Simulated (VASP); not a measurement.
# Cu2O (Pn-3m) in VASP: further runs

Runs on Cu2O. Level: PBE. Tasks: electric field gradients.

Everything below comes from runs of VASP 6.6.1. Logs are shortened: lines on timing, memory, paths and dates and some standing lists are left out, and cuts for length are marked.

## 1. The cell of the first run

It takes space group Pn-3m (No. 224, cubic). The conventional cell has a = 4.260 Å, b = 4.260 Å, c = 4.260 Å, α = 90.00°, β = 90.00°, γ = 90.00°. Within 2.4 Å of Cu (site symmetry -3m) lie 2 O at 1.84 Å. O (site symmetry -43m) has 4 Cu at 1.84 Å within 2.4 Å.

## 2. Electric field gradients, PBE

Contents of INCAR:

```
SYSTEM = Cu2O
ALGO = Normal ; EDIFF = 1E-8
ENCUT = 520 ; GGA = PE
GGA_COMPAT = .False. ; ISIF = 2
ISMEAR = -1 ; LASPH = .True.
LCHARG = .False. ; LEFG = .True.
LREAL = .False. ; LWAVE = .False.
NBANDS = 37 ; NELM = 120
PREC = Accurate ; SIGMA = 0.02
```

Contents of KPOINTS:

```
k-points
0
Gamma
  7 7 7
  0 0 0
```

Contents of POSCAR:

```
Cu2O
1.0
    4.2600000000      0.0000000000      0.0000000000
    0.0000000000      4.2600000000      0.0000000000
    0.0000000000      0.0000000000      4.2600000000
Cu O
4 2
Direct
    0.2500000000      0.2500000000      0.2500000000
    0.2500000000      0.7500000000      0.7500000000
    0.7500000000      0.7500000000      0.2500000000
    0.7500000000      0.2500000000      0.7500000000
    0.0000000000      0.0000000000      0.0000000000
    0.5000000000      0.5000000000      0.5000000000
```

Potentials or basis: VASP PAW PBE potentials, release 64 (Cu, O).

Started as:

```sh
$ cat potpaw_PBE.64/Cu/POTCAR potpaw_PBE.64/O/POTCAR > POTCAR
$ mpirun -np 1 vasp_std > vasp.out
```

OUTCAR:

```text
SYSTEM = Cu2O
   EDIFF = 1E-8
   ENCUT = 520
   GGA = PE
   ISIF = 2
   ISMEAR = -1
   LASPH = .True.
   LREAL = .False.
   NELM = 120
   PREC = Accurate

 ion  position               nearest neighbor table
   1  0.250  0.250  0.250-   5 1.84   6 1.84
   2  0.250  0.750  0.750-   5 1.84   6 1.84
   3  0.750  0.750  0.250-   5 1.84   6 1.84
   4  0.750  0.250  0.750-   5 1.84   6 1.84
   5  0.000  0.000  0.000-   1 1.84   2 1.84   3 1.84   4 1.84
   6  0.500  0.500  0.500-   1 1.84   2 1.84   3 1.84   4 1.84

  LATTYP: Found a simple cubic cell.
 ALAT       =     4.2600000000

  Lattice vectors:

 A1 = (   4.2600000000,   0.0000000000,   0.0000000000)
 A2 = (   0.0000000000,   4.2600000000,   0.0000000000)
 A3 = (   0.0000000000,   0.0000000000,   4.2600000000)

Analysis of symmetry for initial positions (statically):
=====================================================================
 Subroutine PRICEL returns:
 Original cell was already a primitive cell.

 Routine SETGRP: Setting up the symmetry group for a
 simple cubic supercell.

 Subroutine GETGRP returns: Found 48 space group operations
 (whereof 24 operations were pure point group operations)
 out of a pool of 48 trial point group operations.

The static configuration has the point symmetry T_d .
 The point group associated with its full space group is O_h .

Analysis of symmetry for dynamics (positions and initial velocities):
=====================================================================
 Subroutine PRICEL returns:
 Original cell was already a primitive cell.

 Routine SETGRP: Setting up the symmetry group for a
 simple cubic supercell.

 Subroutine GETGRP returns: Found 48 space group operations
 (whereof 24 operations were pure point group operations)
 out of a pool of 48 trial point group operations.

The dynamic configuration has the point symmetry T_d .
 The point group associated with its full space group is O_h .

 Subroutine INISYM returns: Found 48 space group operations
 (whereof 24 operations are pure point group operations),
 and found     1 'primitive' translations

----------------------------------------------------------------------------------------

                                     Primitive cell

  volume of cell :      77.3088

  direct lattice vectors                    reciprocal lattice vectors
     4.260000000  0.000000000  0.000000000     0.234741784  0.000000000  0.000000000
     0.000000000  4.260000000  0.000000000     0.000000000  0.234741784  0.000000000
     0.000000000  0.000000000  4.260000000     0.000000000  0.000000000  0.234741784

  length of vectors
     4.260000000  4.260000000  4.260000000     0.234741784  0.234741784  0.234741784

  position of ions in fractional coordinates (direct lattice)
     0.250000000  0.250000000  0.250000000
     0.250000000  0.750000000  0.750000000
     0.750000000  0.750000000  0.250000000
     0.750000000  0.250000000  0.750000000
     0.000000000  0.000000000  0.000000000
     0.500000000  0.500000000  0.500000000

  ion indices of the primitive-cell ions
   primitive index   ion index
                 1           1
                 2           2
                 3           3
                 4           4
                 5           5
                 6           6

----------------------------------------------------------------------------------------

 KPOINTS: k-points

Automatic generation of k-mesh.
 Grid dimensions read from file:
 generate k-points for:    7    7    7

 Generating k-lattice:

  Cartesian coordinates                     Fractional coordinates (reciprocal lattice)
     0.033534541  0.000000000  0.000000000     0.142857143  0.000000000  0.000000000
     0.000000000  0.033534541  0.000000000     0.000000000  0.142857143  0.000000000
     0.000000000  0.000000000  0.033534541     0.000000000  0.000000000  0.142857143

  Length of vectors
     0.033534541  0.033534541  0.033534541

  Shift w.r.t. Gamma in fractional coordinates (k-lattice)
     0.000000000  0.000000000  0.000000000

 Subroutine IBZKPT returns following result:
 ===========================================

 Found     20 irreducible k-points:

 Following reciprocal coordinates:
            Coordinates               Weight
  0.000000  0.000000  0.000000      1.000000
  0.142857  0.000000  0.000000      6.000000
  0.285714  0.000000  0.000000      6.000000
  0.428571  0.000000  0.000000      6.000000
  0.142857  0.142857  0.000000     12.000000
  0.285714  0.142857  0.000000     24.000000
[... 12 lines left out ...]
  0.428571  0.428571  0.285714     24.000000
  0.428571  0.428571  0.428571      8.000000
   k-points           NKPTS =     20   k-points in BZ     NKDIM =     20   number of bands    NBANDS=     37
   number of dos      NEDOS =    301   number of ions     NIONS =      6
   total plane-waves  NPLWV =  32768
   dimension x,y,z NGX =    32 NGY =   32 NGZ =   32
   dimension x,y,z NGXF=    64 NGYF=   64 NGZF=   64
   ions per type =               4   2
   NGX,Y,Z   is equivalent  to a cutoff of  12.49, 12.49, 12.49 a.u.
   NGXF,Y,Z  is equivalent  to a cutoff of  24.98, 24.98, 24.98 a.u.
 SYSTEM =  Cu2O
   PREC   = accura    normal or accurate (medium, high low for compatibility)
   ISTART =      0    job   : 0-new  1-cont  2-samecut
   ICHARG =      2    charge: 1-file 2-atom 10-const
   ISPIN  =      1    spin polarized calculation?
   LNONCOLLINEAR =      F non collinear calculations
   LSORBIT =      F    spin-orbit coupling
   LASPH  =      T    aspherical Exc in radial PAW
   ENCUT  =  520.0 eV  38.22 Ry    6.18 a.u.   7.92  7.92  7.92*2*pi/ulx,y,z
   NELM   =    120;   NELMIN=  2; NELMDL= -5     # of ELM steps
   EDIFF  = 0.1E-07   stopping-criterion for ELM
   LREAL  =      F    real-space projection
   EDIFFG = 0.1E-06   stopping-criterion for IOM
   NSW    =      0    number of steps for IOM
   IBRION =     -1    ionic relax: 0-MD 1-quasi-New 2-CG
   NFREE  =      0    steps in history (QN), initial steepest desc. (CG)
   ISIF   =      2    stress and relaxation
   ISYM   =      2    0-nonsym 1-usesym 2-fastsym
   POTIM  = 0.5000    time-step for ionic-motion
   TEBEG  =    0.0;   TEEND  =   0.0 temperature during run
   PSTRESS=    0.0 pullay stress
   NELECT =      56.0000    total number of electrons
   NUPDOWN=      -1.0000    fix difference up-down
   EMIN   =  10.00;   EMAX   =-10.00  energy-range for DOS
   EFERMI =   0.00;   METHOD = LEGACY
   ISMEAR =    -1;   SIGMA  =   0.02  broadening in eV -4-tet -1-fermi 0-gaus
   EFERMI_NEDOS =   21; number of points for ismear=-14 and -15
   IALGO  =     38    algorithm
   IMIX   =      4    mixing-type and parameters
     AMIX     =   0.40;   BMIX     =  1.00
     AMIX_MAG =   1.60;   BMIX_MAG =  1.00
  volume/ion in A,a.u.               =      12.88        86.95
  Fermi-wavevector in a.u.,A,eV,Ry     =   1.470261  2.778391 29.411289  2.161669
  Thomas-Fermi vector in A             =   2.585540
   LORBIT       =      0    0 simple, 1 ext, 2 COOP (PROOUT), +10 PAW based schemes
   GGA     = PE    functional components
   LHFCALC =     F    Hartree Fock is set to
   AEXX    =    0.0000 exact exchange contribution
   IVDW    =     0    specifies the selected vdW correction
   LEPSILON=     F    determine dielectric tensor
   LRPA    =     F    only Hartree local field effects (RPA)
 non-spin polarized calculation
  energy-cutoff  :      520.00
  volume of cell :       77.31
 maximum number of plane-waves:      2103
 NGX is ok and might be reduce to    32
   NGX = 15   NGY = 15   NGZ = 15

 number of electron      56.0000098 magnetization

 Free energy of the ion-electron system (eV)
  ---------------------------------------------------
  ext. energy  EPLUGINS =         0.00000000
  ---------------------------------------------------
  free energy    TOTEN  =       -27.25436131 eV

  energy without entropy =      -27.25436130  energy(sigma->0) =      -27.25436130

 E-fermi :   5.0573     XC(G=0): -11.0459

 val. band max:        4.7738843434   @ k =   0.0000   0.0000   0.0000
 cond. band min:       5.3126831625   @ k =   0.0000   0.0000   0.0000
 fundamental gap:      0.5387988190
 Fermi energy:         5.0573045914

 k-point     1 :       0.0000    0.0000    0.0000
  band No.  band energies     occupation
      1     -15.3868      2.00000
      2     -14.6485      2.00000
      3      -2.4738      2.00000
      4      -2.4738      2.00000
      5      -2.4738      2.00000
      6      -0.0896      2.00000
[... 29 lines left out ...]
     36      14.1014      0.00000
     37      14.1014      0.00000

 k-point     2 :       0.1429    0.0000    0.0000
  band No.  band energies     occupation
      1     -15.3494      2.00000
      2     -14.6843      2.00000
      3      -2.4232      2.00000
      4      -2.3981      2.00000
      5      -2.3981      2.00000
      6      -0.5443      2.00000
[... 29 lines left out ...]
     36      13.6409      0.00000
     37      13.6409      0.00000

 k-point     3 :       0.2857    0.0000    0.0000
  band No.  band energies     occupation
      1     -15.2458      2.00000
      2     -14.7849      2.00000
      3      -2.2659      2.00000
      4      -2.1867      2.00000
      5      -2.1867      2.00000
      6      -1.0891      2.00000
[... 29 lines left out ...]
     36      12.9325      0.00000
     37      12.9325      0.00000
[... 601 lines left out ...]
 k-point    19 :       0.4286    0.4286    0.2857
  band No.  band energies     occupation
      1     -15.1574      2.00000
      2     -14.8008      2.00000
      3      -2.4493      2.00000
      4      -2.4299      2.00000
      5      -2.1530      2.00000
      6      -0.9975      2.00000
[... 29 lines left out ...]
     36      13.8009      0.00000
     37      16.6135      0.00000

 k-point    20 :       0.4286    0.4286    0.4286
  band No.  band energies     occupation
      1     -15.1931      2.00000
      2     -14.7481      2.00000
      3      -2.3791      2.00000
      4      -2.3645      2.00000
      5      -2.3645      2.00000
      6      -0.9216      2.00000
[... 29 lines left out ...]
     36      12.9101      0.00000
     37      18.3539      0.00000

------------------------ aborting loop because EDIFF is reached ----------------------------------------

  FORCE on cell =-STRESS in cart. coord.  units (eV):
  Direction    XX          YY          ZZ          XY          YZ          ZX
  --------------------------------------------------------------------------------------
  -------------------------------------------------------------------------------------
  Total        1.9370994      1.9370994      1.9370994      0.0000000      0.0000000     -0.0000000
  in kB       40.1452062     40.1452062     40.1452062      0.0000000      0.0000000     -0.0000000
  external PRESSURE =      40.1452062 kB  Pullay stress =       0.0000000 kB

 VOLUME and BASIS-vectors are now :
 -----------------------------------------------------------------------------
  energy-cutoff  :      520.00
  volume of cell :       77.31
      direct lattice vectors                 reciprocal lattice vectors
     4.260000000  0.000000000  0.000000000     0.234741784  0.000000000  0.000000000
     0.000000000  4.260000000  0.000000000     0.000000000  0.234741784  0.000000000
     0.000000000  0.000000000  4.260000000     0.000000000  0.000000000  0.234741784

 POSITION                                       TOTAL-FORCE (eV/Angst)
 -----------------------------------------------------------------------------------
      1.06500      1.06500      1.06500        -0.000000      0.000000      0.000000
      1.06500      3.19500      3.19500        -0.000000      0.000000      0.000000
      3.19500      3.19500      1.06500         0.000000     -0.000000     -0.000000
      3.19500      1.06500      3.19500        -0.000000      0.000000      0.000000
      0.00000      0.00000      0.00000         0.000000     -0.000000     -0.000000
      2.13000      2.13000      2.13000         0.000000     -0.000000     -0.000000
 -----------------------------------------------------------------------------------
    total drift:                               -0.000000      0.000000      0.000000

  FREE ENERGIE OF THE ION-ELECTRON SYSTEM (eV)
  ---------------------------------------------------
  free  energy   TOTEN  =       -27.2543613088 eV

  energy  without entropy=      -27.2543612990  energy(sigma->0) =      -27.25436130

 Electric field gradients (V/A^2)
---------------------------------------------------------------------
 ion       V_xx      V_yy      V_zz      V_xy      V_xz      V_yz
---------------------------------------------------------------------
   1      -0.000    -0.000    -0.000   -33.254   -33.254   -33.254
   2      -0.000    -0.000    -0.000    33.254    33.254   -33.254
   3      -0.000    -0.000    -0.000   -33.254    33.254    33.254
   4      -0.000    -0.000    -0.000    33.254   -33.254    33.254
   5       0.000    -0.000    -0.000     0.000     0.000    -0.000
   6       0.000    -0.000    -0.000     0.000     0.000     0.000
---------------------------------------------------------------------

 Electric field gradients after diagonalization (V/A^2)
 (convention: |V_zz| > |V_xx| > |V_yy|)
----------------------------------------------------------------------
 ion       V_xx      V_yy      V_zz     asymmetry (V_yy - V_xx)/ V_zz
----------------------------------------------------------------------
   1      33.254    33.254   -66.509       0.000
   2      33.254    33.254   -66.509       0.000
   3      33.254    33.254   -66.509       0.000
   4      33.254    33.254   -66.509       0.000
   5       0.000    -0.000    -0.000       0.447
   6       0.000    -0.000    -0.000       0.604
----------------------------------------------------------------------

           NMR quadrupolar parameters

 Cq : quadrupolar parameter    Cq=e*Q*V_zz/h
 eta: asymmetry parameters     (V_yy - V_xx)/ V_zz
 Q  : nuclear electric quadrupole moment in mb (millibarn)
----------------------------------------------------------------------
 ion       Cq(MHz)       eta       Q (mb)
----------------------------------------------------------------------
   1      -0.161       0.000       1.000
   2      -0.161       0.000       1.000
   3      -0.161       0.000       1.000
   4      -0.161       0.000       1.000
   5      -0.000       0.447       1.000
   6      -0.000       0.604       1.000
----------------------------------------------------------------------
```

Wall time 34 s (1 thread of Intel Xeon 6975P-C (Granite Rapids), shared host); peak memory 0.2 GiB.

What came out:

```
Free energy            : -27.2544 eV
Pressure               : 4.0 GPa
Band gap on the k mesh : 0.54 eV, direct
```

Levels at points of the mesh, in eV from the valence-band top:
| k point | band 24 | band 25 | band 26 | band 27 | band 28 | band 29 | band 30 | band 31 | band 32 | band 33 |
| --- | --- | --- | --- | --- | --- | --- | --- | --- | --- | --- |
| (0.00, 0.00, 0.00) | -1.57 | -1.57 | 0.00 | 0.00 | 0.00 | 0.54 | 1.25 | 1.25 | 7.95 | 7.95 |

Electric field gradients, principal values (V/Å²):
```tsv
atom	least	middle	greatest (by size)
1 Cu	33.254	33.254	-66.509
2 Cu	33.254	33.254	-66.509
3 Cu	33.254	33.254	-66.509
4 Cu	33.254	33.254	-66.509
5 O	0.000	0.000	0.000
6 O	0.000	0.000	0.000
```

Caveat: without QUAD_EFG the Cq values of the log hold for a quadrupole moment of 1 mb, not for the nuclei. As with any semilocal functional, this PBE gap is likely too small.

[end of part 1 of 2]
